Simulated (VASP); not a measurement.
# PtSe2 in VASP: a series of runs

The runs below take PtSe2 through single point, with PBE+D3(BJ).

Everything below comes from runs of VASP 6.6.1. Logs are shortened: lines on timing, memory, paths and dates and some standing lists are left out, and cuts for length are marked.

**1. The cell of the first run**

The cell holds a slab with vacuum, 6 atoms: a = 3.707 Å, b = 3.707 Å, c = 22.798 Å, α = 90.00°, β = 90.00°, γ = 120.00°.

**2. Single point, PBE+D3(BJ) (layers slid over each other)**

INCAR reads:

```
PREC     = Accurate       # precision mode
ENCUT    = 520            # plane-wave cutoff, eV
EDIFF    = 1E-6           # SCF threshold, eV
ISMEAR   = 0              # smearing method
SIGMA    = 0.05           # smearing width, eV
LREAL    = False          # projectors in reciprocal space
LASPH    = True           # aspherical terms in the spheres
NELM     = 60             # most SCF steps
ALGO     = Normal         # electronic algorithm
ISIF     = 2              # what is computed and relaxed
LWAVE    = False          # write WAVECAR
LCHARG   = False          # write CHGCAR
LDIPOL   = True         
IDIPOL   = 3            
DIPOL    = 0.5 0.5 0.395
GGA      = PE             # functional
IVDW     = 12             # dispersion correction
NBANDS   = 31             # bands
```

KPOINTS reads:

```
regular mesh
0
Gamma
  9 9 1
```

POSCAR reads:

```
PtSe2
1.0
    3.7070357730      0.0000000000      0.0000000000
   -1.8535178865      3.2103871521      0.0000000000
    0.0000000000      0.0000000000     22.7981619012
Se Pt
4 2
Direct
    0.6666666667      0.3333333333      0.1973843339
    0.3333333333      0.6666666667      0.3135814625
    0.3333333333      1.1666666667      0.4763138799
    0.0000000000      1.5000000000      0.5925110086
    0.0000000000      0.0000000000      0.2554828982
   -0.3333333333      0.8333333333      0.5344124442
```

Potentials or basis: VASP PAW PBE potentials, release 64 (Se, Pt).

Command:

```sh
cat potpaw_PBE.64/Se/POTCAR potpaw_PBE.64/Pt/POTCAR > POTCAR
mpirun -np 1 vasp_std > vasp.out
```

OUTCAR:

```text
PREC = Accurate
   ENCUT = 520
   EDIFF = 1E-6
   ISMEAR = 0
   LREAL = False
   LASPH = True
   NELM = 60
   ISIF = 2
   GGA = PE
   IVDW = 12
 IVDW          = 12

 ion  position               nearest neighbor table
   1  0.667  0.333  0.197-   5 2.52   5 2.52   5 2.52
   2  0.333  0.667  0.314-   5 2.52   5 2.52   5 2.52
   3  0.333  0.167  0.476-   6 2.52   6 2.52   6 2.52
   4  0.000  0.500  0.593-   6 2.52   6 2.52   6 2.52
   5  0.000  0.000  0.255-   2 2.52   1 2.52   2 2.52   1 2.52   2 2.52   1 2.52
   6  0.667  0.833  0.534-   3 2.52   3 2.52   3 2.52   4 2.52   4 2.52   4 2.52

  LATTYP: Found a hexagonal cell.
 ALAT       =     3.7070357730
 C/A-ratio  =     6.1499708385

  Lattice vectors:

 A1 = (   3.7070357730,   0.0000000000,   0.0000000000)
 A2 = (  -1.8535178865,   3.2103871521,   0.0000000000)
 A3 = (   0.0000000000,   0.0000000000,  22.7981619012)

Analysis of symmetry for initial positions (statically):
=====================================================================
 Subroutine PRICEL returns:
 Original cell was already a primitive cell.

 Routine SETGRP: Setting up the symmetry group for a
 hexagonal supercell.

 Subroutine GETGRP returns: Found  4 space group operations
 (whereof  2 operations were pure point group operations)
 out of a pool of 24 trial point group operations.

The static configuration has the point symmetry C_1h.
 The point group associated with its full space group is C_2h.

Analysis of symmetry for dynamics (positions and initial velocities):
=====================================================================
 Subroutine PRICEL returns:
 Original cell was already a primitive cell.

 Routine SETGRP: Setting up the symmetry group for a
 hexagonal supercell.

 Subroutine GETGRP returns: Found  4 space group operations
 (whereof  2 operations were pure point group operations)
 out of a pool of 24 trial point group operations.

The dynamic configuration has the point symmetry C_1h.
 The point group associated with its full space group is C_2h.

 Subroutine INISYM returns: Found  4 space group operations
 (whereof  2 operations are pure point group operations),
 and found     1 'primitive' translations

----------------------------------------------------------------------------------------

                                     Primitive cell

  volume of cell :     271.3214

  direct lattice vectors                    reciprocal lattice vectors
     3.707035773  0.000000000  0.000000000     0.269757310  0.155744456  0.000000000
[... 105 lines left out ...]
   NUPDOWN=      -1.0000    fix difference up-down
   EMIN   =  10.00;   EMAX   =-10.00  energy-range for DOS
   EFERMI =   0.00;   METHOD = LEGACY
   ISMEAR =     0;   SIGMA  =   0.05  broadening in eV -4-tet -1-fermi 0-gaus
   EFERMI_NEDOS =   21; number of points for ismear=-14 and -15
   IALGO  =     38    algorithm
   IMIX   =      4    mixing-type and parameters
     AMIX     =   0.40;   BMIX     =  1.00
     AMIX_MAG =   1.60;   BMIX_MAG =  1.00
  volume/ion in A,a.u.               =      45.22       305.16
  Fermi-wavevector in a.u.,A,eV,Ry     =   0.892752  1.687058 10.843938  0.797007
  Thomas-Fermi vector in A             =   2.014742
   LORBIT       =      0    0 simple, 1 ext, 2 COOP (PROOUT), +10 PAW based schemes
   GGA     = PE    functional components
   LHFCALC =     F    Hartree Fock is set to
   AEXX    =    0.0000 exact exchange contribution
   IVDW    =    12    specifies the selected vdW correction
   LEPSILON=     F    determine dielectric tensor
   LRPA    =     F    only Hartree local field effects (RPA)
 non-spin polarized calculation
 Gauss-broadening in eV      SIGMA  =   0.05
  energy-cutoff  :      520.00
  volume of cell :      271.32
 maximum number of plane-waves:      7334
   NGX = 13   NGY = 13   NGZ = 85

 dipolmoment           0.000000      0.000000      0.000011 electrons x Angstroem

 number of electron      44.0000001 magnetization

 dipolmoment           0.000000      0.000000     -0.000001 electrons x Angstroem

 Free energy of the ion-electron system (eV)
  ---------------------------------------------------
  ext. energy  EPLUGINS =         0.00000000
  ---------------------------------------------------
  free energy    TOTEN  =       -28.57728140 eV

  energy without entropy =      -28.57728140  energy(sigma->0) =      -28.57728140

 E-fermi :  -0.2527     XC(G=0):  -5.5383

 val. band max:       -0.5263175003   @ k =   0.1111   0.1111   0.0000
 cond. band min:       0.5397031819   @ k =   0.2222  -0.0000   0.0000
 fundamental gap:      1.0660206821
 Fermi energy:        -0.2526995785

 k-point     1 :       0.0000    0.0000    0.0000
  band No.  band energies     occupation
      1     -14.7456      2.00000
      2     -14.7132      2.00000
      3     -12.9994      2.00000
      4     -12.9315      2.00000
      5      -5.9547      2.00000
      6      -5.7773      2.00000
[... 805 lines left out ...]
     30       6.9170      0.00000
     31       7.4143      0.00000

 [... further k-points ...]

------------------------ aborting loop because EDIFF is reached ----------------------------------------

 vacuum level on the upper side and lower side of the slab       (xc-potential included)        -0.167        -0.168

 Edisp (eV)   -2.02964

 E8    (eV) :    -0.9003

  FORCE on cell =-STRESS in cart. coord.  units (eV):
  Direction    XX          YY          ZZ          XY          YZ          ZX
  --------------------------------------------------------------------------------------
  -------------------------------------------------------------------------------------
  Total      -0.18974    -0.16182    -0.74118    -0.02418    -0.00425    -0.00735
  in kB      -1.12043    -0.95556    -4.37675    -0.14278    -0.02507    -0.04342
  external pressure =       -2.15 kB  Pullay stress =        0.00 kB

 VOLUME and BASIS-vectors are now :
 -----------------------------------------------------------------------------
  energy-cutoff  :      520.00
  volume of cell :      271.32
      direct lattice vectors                 reciprocal lattice vectors
     3.707035773  0.000000000  0.000000000     0.269757310  0.155744456  0.000000000
    -1.853517886  3.210387152  0.000000000     0.000000000  0.311488912  0.000000000
     0.000000000  0.000000000 22.798161901     0.000000000  0.000000000  0.043863185

 POSITION                                       TOTAL-FORCE (eV/Angst)
 -----------------------------------------------------------------------------------
      1.85352      1.07013      4.50000        -0.001276     -0.000737     -0.000283
     -0.00000      2.14026      7.14908        -0.004143     -0.002392      0.078860
      0.92676      0.53506     10.85908         0.004143      0.002392     -0.078860
     -0.92676      1.60519     13.50816         0.001276      0.000737      0.000283
      0.00000      0.00000      5.82454         0.005642      0.003258      0.063145
      0.92676      2.67532     12.18362        -0.005642     -0.003258     -0.063145
 -----------------------------------------------------------------------------------
    total drift:                               -0.000000      0.000000     -0.000007

  FREE ENERGIE OF THE ION-ELECTRON SYSTEM (eV)
  ---------------------------------------------------
  free  energy   TOTEN  =       -30.6069218529 eV

  energy  without entropy=      -30.6069218529  energy(sigma->0) =      -30.60692185

 vacuum level on the upper side and lower side of the slab         4.854         4.853
```

Run time: 3.4 min. Hardware: 1 thread of Intel Xeon Platinum 8488C (Sapphire Rapids), shared host; peak memory 0.48 GiB.

Results:

- Free energy: -30.6069 eV
- Largest force: 0.079 eV/Å
- Band gap on the k mesh: 1.07 eV (least direct gap 1.21 eV)
- Dispersion energy per atom: -0.338 eV

Forces on the atoms (eV/Å):
```
Se  -0.001 -0.001  0.000
Se  -0.004 -0.002  0.079
Se   0.004  0.002 -0.079
Se   0.001  0.001  0.000
Pt   0.006  0.003  0.063
Pt  -0.006 -0.003 -0.063
```

Caveat: the cell differs from its parent crystal (layers slid over each other); spin-orbit coupling is left out, which moves the levels of the heavy elements.

**3. Single point, PBE+D3(BJ) (layers slid over each other)**

INCAR reads:

```
  ALGO = Normal
  DIPOL = 0.5 0.5 0.395
  EDIFF = 1E-6
  ENCUT = 520
  GGA = PE
  IDIPOL = 3
  ISIF = 2
  ISMEAR = 0
  IVDW = 12
  LASPH = T
  LCHARG = T
  LDIPOL = T
  LELF = T
  LREAL = F
  LVACPOTAV = T
  LVHAR = T
  LWAVE = F
  NBANDS = 31
  NELM = 60
  PREC = Accurate
  SIGMA = 0.05
```

KPOINTS reads:

```
k-points
0
Gamma
  9 9 1
```

POSCAR reads:

```
PtSe2
1.0
    3.7070357730      0.0000000000      0.0000000000
   -1.8535178865      3.2103871521      0.0000000000
    0.0000000000      0.0000000000     22.7981619012
Se Pt
4 2
Direct
    0.6666666667      0.3333333333      0.1973843339
    0.3333333333      0.6666666667      0.3135814625
    0.5000000000      1.0000000000      0.4763138799
    0.1666666667      1.3333333333      0.5925110086
    0.0000000000      0.0000000000      0.2554828982
   -0.1666666667      0.6666666667      0.5344124442
```

Potentials or basis: VASP PAW PBE potentials, release 64 (Se, Pt).

Command:

```sh
cat potpaw_PBE.64/Se/POTCAR potpaw_PBE.64/Pt/POTCAR > POTCAR
mpirun -np 1 vasp_std > vasp.out
```

Run time: 3.3 min. Hardware: 1 thread of Intel Xeon Platinum 8488C (Sapphire Rapids), shared host; peak memory 0.48 GiB.

The run converged. Its results:

```
Free energy                : -30.5977 eV
Largest force              : 0.064 eV/Å
Band gap on the k mesh     : 1.02 eV (least direct gap 1.18 eV)
Dispersion energy per atom : -0.338 eV
```

Forces on the atoms (eV/Å):
```
Se   0.000 -0.015 -0.001
Se   0.000 -0.024  0.059
Se   0.000  0.024 -0.059
Se   0.000  0.015  0.001
Pt   0.000  0.019  0.056
Pt   0.000 -0.019 -0.056
```

Levels at points of the mesh, in eV from the valence-band top:
```tsv
k point	band 20	band 21	band 22	band 23	band 24	band 25
(0.00, 0.00, 0.00)	-0.21	-0.20	-0.20	2.73	2.74	2.75
```

Caveat: the cell differs from its parent crystal (layers slid over each other); spin-orbit coupling is left out, which moves the levels of the heavy elements.

**4. Single point, PBE+D3(BJ) (layers slid over each other)**

INCAR reads:

```
SYSTEM = PtSe2
ALGO = Normal ; DIPOL = 0.5 0.5 0.395
EDIFF = 1E-6 ; ENCUT = 520
GGA = PE ; IDIPOL = 3
ISIF = 2 ; ISMEAR = 0
IVDW = 12 ; LASPH = .TRUE.
LCHARG = .FALSE. ; LDIPOL = .TRUE.
LREAL = .FALSE. ; LWAVE = .FALSE.
NBANDS = 31 ; NELM = 80
PREC = Accurate ; SIGMA = 0.05
```

KPOINTS reads:

```
k-points
0
G
  9 9 1
  0 0 0
```

POSCAR reads:

```
PtSe2
1.0
    3.7070357730      0.0000000000      0.0000000000
   -1.8535178865      3.2103871521      0.0000000000
    0.0000000000      0.0000000000     22.7981619012
Se Pt
4 2
Direct
    0.6666666667      0.3333333333      0.1973843339
    0.3333333333      0.6666666667      0.3135814625
    0.6666666667      0.8333333333      0.4763138799
    0.3333333333      1.1666666667      0.5925110086
    0.0000000000      0.0000000000      0.2554828982
    0.0000000000      0.5000000000      0.5344124442
```

Command:

```sh
cat potpaw_PBE.64/Se/POTCAR potpaw_PBE.64/Pt/POTCAR > POTCAR
mpirun -np 1 vasp_std > vasp.out
```

Run time: 4.5 min. Hardware: 1 thread of Intel Xeon Platinum 8488C (Sapphire Rapids), shared host; peak memory 0.48 GiB.

The run converged. Its results:

| Quantity | Value |
| --- | --- |
| Free energy | -30.5977 eV |
| Largest force | 0.063 eV/Å |
| Band gap on the k mesh | 1.04 eV (least direct gap 1.21 eV) |
| Dispersion energy per atom | -0.338 eV |

Forces on the atoms (eV/Å):
```
Se  -0.011 -0.007  0.001
Se  -0.016 -0.009  0.061
Se   0.016  0.009 -0.061
Se   0.011  0.007 -0.001
Pt   0.009  0.005  0.051
Pt  -0.009 -0.005 -0.051
```

Levels at points of the mesh, in eV from the valence-band top:
| k point | band 19 | band 20 | band 21 | band 22 | band 23 | band 24 | band 25 | band 26 |
| --- | --- | --- | --- | --- | --- | --- | --- | --- |
| (0.00, 0.00, 0.00) | -0.20 | -0.19 | -0.18 | -0.18 | 2.74 | 2.76 | 2.78 | 2.79 |

Caveat: the cell differs from its parent crystal (layers slid over each other); spin-orbit coupling is left out, which moves the levels of the heavy elements.

**5. Overview**

| cell | gap on the mesh (eV) | largest force (eV/Å) |
| --- | --- | --- |
| as given, atomic positions A | 1.07 | 0.08 |
| as given, atomic positions B | 1.02 | 0.06 |
| as given, atomic positions C | 1.04 | 0.06 |

Alike in all rows: task single point; level PBE+D3(BJ); potentials or basis VASP PAW PBE potentials, release 64 (Se, Pt); no spin polarisation; k mesh 9 × 9 × 1; cutoff (eV) 520; smearing gaussian 0.05 eV.

Caveats: spin-orbit coupling is left out, which moves the levels of the heavy elements.

Absolute energies hang on the potentials; compare differences alone.
